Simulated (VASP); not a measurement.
# TiC in VASP: single point with PBE

Aim: the single point of TiC with PBE.

Everything below comes from runs of VASP 6.6.1. Logs are shortened: lines on timing, memory, paths and dates and some standing lists are left out, and cuts for length are marked.

### 1 The cell of the first run

The cell holds an amorphous packing of atoms, 18 atoms: a = 5.881 Å, b = 5.894 Å, c = 5.774 Å, α = 84.09°, β = 87.43°, γ = 84.57°.

### 2 Single point, PBE

Contents of INCAR:

```
PREC = Accurate
ENCUT = 520
EDIFF = 1E-6
ISMEAR = 0
SIGMA = 0.1
LREAL = Auto
LASPH = T
NELM = 80
ALGO = Normal
ISIF = 2
LWAVE = F
LCHARG = F
GGA = PE
NBANDS = 87
ISYM = 0
```

Contents of KPOINTS:

```
Automatic mesh
0
Gamma
  2 2 2
  0.5 0.5 0.5
```

Contents of POSCAR:

```
TiC
1.0
    5.8724432742      0.2816319701      0.1282154585
    0.2696870084      5.8807280351      0.2938870088
    0.1191260739      0.3022951659      5.7651205657
Ti C
9 9
Direct
    0.5473453945      0.6084431199      0.1986446984
    0.6501739256      0.6787385618      0.6782006698
    0.2905192893      0.1141022451      0.1557525995
    0.7643497100     -0.0010695323      0.2719527978
    0.9591215685      0.3361314064      0.4681517893
    0.0887235076      0.6070373756      0.0584457807
    0.4065554734      0.1734033131      0.6433528951
    0.8839101991      0.0302100113      0.8262332911
    0.1752656641      0.7130751047      0.5455228003
    0.2909784486      0.4171643253      0.3465299520
    0.9599686806      0.2759701701      0.0512110227
    0.5509986746      0.9206175940      0.9374248870
    0.4490397002      0.8928949491      0.4251841442
    0.8683761266      0.6689032072      0.3624092477
    0.3453141351      0.8096942273      0.9151663850
    0.7222985790      0.3562050505     -0.0179292350
    0.6933399805      0.3348366744      0.7304197793
    0.1269423882      0.3005965421      0.8441355783
```

Potentials or basis: VASP PAW PBE potentials, release 64 (Ti_sv, C).

On the command line:

```sh
cat potpaw_PBE.64/Ti_sv/POTCAR potpaw_PBE.64/C/POTCAR > POTCAR
mpirun -np 1 vasp_std > vasp.out
```

OUTCAR:

```text
PREC = Accurate
   ENCUT = 520
   EDIFF = 1E-6
   ISMEAR = 0
   LREAL = Auto
   LASPH = T
   NELM = 80
   ISIF = 2
   GGA = PE
   ISYM = 0

 ion  position               nearest neighbor table
   1  0.547  0.608  0.199-  10 2.07  16 2.19  14 2.22  15 2.24  13 2.25  12 2.26   4 2.81   6 2.85

   2  0.650  0.679  0.678-  17 2.01  13 2.15  14 2.18  12 2.19  15 2.33  16 2.47   8 2.81   5 2.91
                             9 2.91
   3  0.291  0.114  0.156-  13 2.11  11 2.17  10 2.19  18 2.22  12 2.24  15 2.37   4 2.90   5 2.91

   4  0.764  0.999  0.272-  14 2.01  13 2.14  11 2.33  12 2.46   8 2.63   5 2.75   1 2.81   3 2.90

   5  0.959  0.336  0.468-  14 2.02  10 2.12  17 2.13  18 2.41  11 2.47   8 2.65   9 2.75   4 2.75
                             6 2.83   7 2.90   3 2.91   2 2.91
   6  0.089  0.607  0.058-  15 2.10  11 2.16  14 2.18  10 2.23  18 2.28   5 2.83   1 2.85   8 2.89

   7  0.407  0.173  0.643-  18 2.09  17 2.12  13 2.17  10 2.21  12 2.28   5 2.90
   8  0.884  0.030  0.826-  17 2.06  11 2.13  12 2.17  18 2.25  16 2.31   4 2.63   5 2.65   2 2.81
                             6 2.89
   9  0.175  0.713  0.546-  13 2.07  14 2.18  10 2.22   5 2.75   2 2.91
  10  0.291  0.417  0.347-   1 2.07   5 2.12   3 2.19   7 2.21   9 2.22   6 2.23
  11  0.960  0.276  0.051-  16 1.49  18 1.52   8 2.13   6 2.16   3 2.17   4 2.33   5 2.47
  12  0.551  0.921  0.937-  15 1.44   8 2.17   2 2.19   3 2.24   1 2.26   7 2.28   4 2.46
  13  0.449  0.893  0.425-   9 2.07   3 2.11   4 2.14   2 2.15   7 2.17   1 2.25
  14  0.868  0.669  0.362-   4 2.01   5 2.02   6 2.18   9 2.18   2 2.18   1 2.22
  15  0.345  0.810  0.915-  12 1.44   6 2.10   1 2.24   2 2.33   3 2.37
  16  0.722  0.356  0.982-  17 1.49  11 1.49   1 2.19   8 2.31   2 2.47
  17  0.693  0.335  0.730-  16 1.49   2 2.01   8 2.06   7 2.12   5 2.13
  18  0.127  0.301  0.844-  11 1.52   7 2.09   3 2.22   8 2.25   6 2.28   5 2.41

IMPORTANT INFORMATION: All symmetrisations will be switched off!
NOSYMM: (Re-)initialisation of all symmetry stuff for point group C_1.

----------------------------------------------------------------------------------------

                                     Primitive cell

  volume of cell :     198.0650

  direct lattice vectors                    reciprocal lattice vectors
     5.872443274  0.281631970  0.128215458     0.170723097 -0.007673081 -0.003125353
     0.269687008  5.880728035  0.293887009    -0.008001836  0.170853378 -0.008793385
     0.119126074  0.302295166  5.765120566    -0.003388950 -0.008538899  0.173974676

  length of vectors
     5.880590598  5.894239805  5.774269523     0.170924018  0.171266546  0.174217064

  position of ions in fractional coordinates (direct lattice)
     0.547345394  0.608443120  0.198644698
     0.650173926  0.678738562  0.678200670
     0.290519289  0.114102245  0.155752599
     0.764349710  0.998930468  0.271952798
     0.959121569  0.336131406  0.468151789
     0.088723508  0.607037376  0.058445781
[... 10 lines left out ...]
     0.693339980  0.334836674  0.730419779
     0.126942388  0.300596542  0.844135578

  ion indices of the primitive-cell ions
   primitive index   ion index
                 1           1
                 2           2
                 3           3
                 4           4
                 5           5
                 6           6
[... 10 lines left out ...]
                17          17
                18          18

----------------------------------------------------------------------------------------

 KPOINTS: Automatic mesh

Automatic generation of k-mesh.
 Grid dimensions read from file:
 generate k-points for:    2    2    2

 Generating k-lattice:

  Cartesian coordinates                     Fractional coordinates (reciprocal lattice)
     0.085361549 -0.003836540 -0.001562677     0.500000000 -0.000000000 -0.000000000
    -0.004000918  0.085426689 -0.004396692    -0.000000000  0.500000000 -0.000000000
    -0.001694475 -0.004269449  0.086987338     0.000000000 -0.000000000  0.500000000

  Length of vectors
     0.085462009  0.085633273  0.087108532

  Shift w.r.t. Gamma in fractional coordinates (k-lattice)
     0.500000000  0.500000000  0.500000000

 Subroutine IBZKPT returns following result:
 ===========================================

 Found      4 irreducible k-points:

 Following reciprocal coordinates:
            Coordinates               Weight
  0.250000  0.250000  0.250000      2.000000
 -0.250000  0.250000  0.250000      2.000000
  0.250000 -0.250000  0.250000      2.000000
 -0.250000 -0.250000  0.250000      2.000000
   k-points           NKPTS =      4   k-points in BZ     NKDIM =      4   number of bands    NBANDS=     87
   number of dos      NEDOS =    301   number of ions     NIONS =     18
   total plane-waves  NPLWV = 110592
   dimension x,y,z NGX =    48 NGY =   48 NGZ =   48
   dimension x,y,z NGXF=    96 NGYF=   96 NGZF=   96
   ions per type =               9   9
   NGX,Y,Z   is equivalent  to a cutoff of  13.57, 13.54, 13.82 a.u.
   NGXF,Y,Z  is equivalent  to a cutoff of  27.14, 27.08, 27.64 a.u.
 SYSTEM =  unknown system
   PREC   = accura    normal or accurate (medium, high low for compatibility)
   ISTART =      0    job   : 0-new  1-cont  2-samecut
   ICHARG =      2    charge: 1-file 2-atom 10-const
   ISPIN  =      1    spin polarized calculation?
   LNONCOLLINEAR =      F non collinear calculations
   LSORBIT =      F    spin-orbit coupling
   LASPH  =      T    aspherical Exc in radial PAW
   ENCUT  =  520.0 eV  38.22 Ry    6.18 a.u.  10.93 10.96 10.74*2*pi/ulx,y,z
   NELM   =     80;   NELMIN=  2; NELMDL= -5     # of ELM steps
   EDIFF  = 0.1E-05   stopping-criterion for ELM
   LREAL  =      T    real-space projection
   EDIFFG = 0.1E-04   stopping-criterion for IOM
   NSW    =      0    number of steps for IOM
   IBRION =     -1    ionic relax: 0-MD 1-quasi-New 2-CG
   NFREE  =      0    steps in history (QN), initial steepest desc. (CG)
   ISIF   =      2    stress and relaxation
   ISYM   =      0    0-nonsym 1-usesym 2-fastsym
   POTIM  = 0.5000    time-step for ionic-motion
   TEBEG  =    0.0;   TEEND  =   0.0 temperature during run
   PSTRESS=    0.0 pullay stress
   NELECT =     144.0000    total number of electrons
   NUPDOWN=      -1.0000    fix difference up-down
   EMIN   =  10.00;   EMAX   =-10.00  energy-range for DOS
   EFERMI =   0.00;   METHOD = LEGACY
   ISMEAR =     0;   SIGMA  =   0.10  broadening in eV -4-tet -1-fermi 0-gaus
   EFERMI_NEDOS =   21; number of points for ismear=-14 and -15
   IALGO  =     38    algorithm
   IMIX   =      4    mixing-type and parameters
     AMIX     =   0.40;   BMIX     =  1.00
     AMIX_MAG =   1.60;   BMIX_MAG =  1.00
  volume/ion in A,a.u.               =      11.00        74.26
  Fermi-wavevector in a.u.,A,eV,Ry     =   1.472063  2.781796 29.483415  2.166970
  Thomas-Fermi vector in A             =   2.587123
   LORBIT       =      0    0 simple, 1 ext, 2 COOP (PROOUT), +10 PAW based schemes
   GGA     = PE    functional components
   LHFCALC =     F    Hartree Fock is set to
   AEXX    =    0.0000 exact exchange contribution
   IVDW    =     0    specifies the selected vdW correction
   LEPSILON=     F    determine dielectric tensor
   LRPA    =     F    only Hartree local field effects (RPA)
 non-spin polarized calculation
 Gauss-broadening in eV      SIGMA  =   0.10
  energy-cutoff  :      520.00
  volume of cell :      198.06
 maximum number of plane-waves:      5344
 NGX is ok and might be reduce to    48
   NGX = 21   NGY = 21   NGZ = 21

 number of electron     144.0000006 magnetization

 Free energy of the ion-electron system (eV)
  ---------------------------------------------------
  ext. energy  EPLUGINS =         0.00000000
  ---------------------------------------------------
  free energy    TOTEN  =      -158.81162499 eV

  energy without entropy =     -158.78246475  energy(sigma->0) =     -158.79704487

 E-fermi :   8.9527     XC(G=0): -12.1614

 val. band max:        8.9042732787   @ k =   0.2500  -0.2500   0.2500
 cond. band min:       8.9945886536   @ k =  -0.2500   0.2500   0.2500
 fundamental gap:      0.0903153749
 Fermi energy:         8.9526500742

 k-point     1 :       0.2500    0.2500    0.2500
  band No.  band energies     occupation
      1     -48.1502      2.00000
      2     -48.0803      2.00000
      3     -47.9395      2.00000
      4     -47.9073      2.00000
      5     -47.8924      2.00000
      6     -47.7138      2.00000
[... 76 lines left out ...]
     83      10.7018      0.00000
     84      10.9557      0.00000

 k-point     2 :      -0.2500    0.2500    0.2500
  band No.  band energies     occupation
      1     -48.1502      2.00000
      2     -48.0803      2.00000
      3     -47.9391      2.00000
      4     -47.9087      2.00000
      5     -47.8914      2.00000
      6     -47.7138      2.00000
[... 76 lines left out ...]
     83      10.7957      0.00000
     84      11.0854      0.00000

 k-point     3 :       0.2500   -0.2500    0.2500
  band No.  band energies     occupation
      1     -48.1502      2.00000
      2     -48.0803      2.00000
      3     -47.9396      2.00000
      4     -47.9072      2.00000
      5     -47.8923      2.00000
      6     -47.7139      2.00000
[... 76 lines left out ...]
     83      10.9062      0.00000
     84      11.0442      0.00000

 k-point     4 :      -0.2500   -0.2500    0.2500
  band No.  band energies     occupation
      1     -48.1502      2.00000
      2     -48.0803      2.00000
      3     -47.9390      2.00000
      4     -47.9087      2.00000
      5     -47.8913      2.00000
      6     -47.7142      2.00000
[... 76 lines left out ...]
     83      10.8877      0.00000
     84      11.0488      0.00000
 [bands above 84 left out]

------------------------ aborting loop because EDIFF is reached ----------------------------------------

  FORCE on cell =-STRESS in cart. coord.  units (eV):
  Direction    XX          YY          ZZ          XY          YZ          ZX
  --------------------------------------------------------------------------------------
  -------------------------------------------------------------------------------------
  Total        0.3736709      0.3152032      0.2804226      0.0532117     -0.0152647     -0.0158803
  in kB        3.0226801      2.5497260      2.2683807      0.4304376     -0.1234786     -0.1284583
  external PRESSURE =       2.6135956 kB  Pullay stress =       0.0000000 kB

 VOLUME and BASIS-vectors are now :
 -----------------------------------------------------------------------------
  energy-cutoff  :      520.00
  volume of cell :      198.06
      direct lattice vectors                 reciprocal lattice vectors
     5.872443274  0.281631970  0.128215458     0.170723097 -0.007673081 -0.003125353
     0.269687008  5.880728035  0.293887009    -0.008001836  0.170853378 -0.008793385
     0.119126074  0.302295166  5.765120566    -0.003388950 -0.008538899  0.173974676

 POSITION                                       TOTAL-FORCE (eV/Angst)
 -----------------------------------------------------------------------------------
      3.40201      3.79229      1.39420         0.010346     -0.024378      0.001011
      4.08195      4.37960      4.19274         0.002032      0.022157      0.013145
      1.75538      0.79991      0.96871         0.001074     -0.001176      0.005580
      4.79040      6.17191      1.95941         0.006631      0.025200     -0.003757
      5.77881      2.38834      2.92071        -0.000354     -0.016527     -0.007269
      0.69170      3.61248      0.52672         0.001158      0.012870     -0.002740
[... 10 lines left out ...]
      4.24891      2.38515      4.39826        -0.017831     -0.017883     -0.036973
      0.92709      2.05866      4.97116         0.030064      0.011760     -0.037971
 -----------------------------------------------------------------------------------
    total drift:                                0.005052     -0.001768      0.017591

  FREE ENERGIE OF THE ION-ELECTRON SYSTEM (eV)
  ---------------------------------------------------
  free  energy   TOTEN  =      -158.8116249870 eV

  energy  without entropy=     -158.7824647464  energy(sigma->0) =     -158.79704487
```

Run time: 1.9 min. Hardware: 1 thread of Intel Xeon 6975P-C (Granite Rapids), shared host; peak memory 0.32 GiB.

Results:

```yaml
Free_energy: -158.8116 eV
Pressure: 0.3 GPa
Largest_force: 0.067 eV/Å
Band_gap_on_the_k_mesh: 0.09 eV, indirect (least direct gap 0.30 eV)
```

Forces in eV/Å, atoms in the order of the input:
```
Ti   0.010 -0.024  0.001
Ti   0.002  0.022  0.013
Ti   0.001 -0.001  0.006
Ti   0.007  0.025 -0.004
Ti   0.000 -0.017 -0.007
Ti   0.001  0.013 -0.003
Ti   0.004  0.014  0.011
Ti   0.017 -0.038 -0.013
Ti  -0.012 -0.010  0.010
C    0.001  0.007 -0.002
C    0.007 -0.014  0.041
C    0.039  0.016 -0.007
C    0.009 -0.003 -0.003
C    0.004  0.005  0.011
C   -0.058 -0.018 -0.020
C   -0.045  0.029  0.041
C   -0.018 -0.018 -0.037
C    0.030  0.012 -0.038
```

Levels at points of the mesh, in eV from the valence-band top:
```csv
k point,band 68,band 69,band 70,band 71,band 72,band 73,band 74,band 75,band 76,band 77
"(0.25, 0.25, 0.25)",-0.96,-0.74,-0.50,-0.29,-0.08,0.22,0.52,0.67,0.87,1.05
```

Caveat: the k points lie up to 0.55 Å⁻¹ apart.
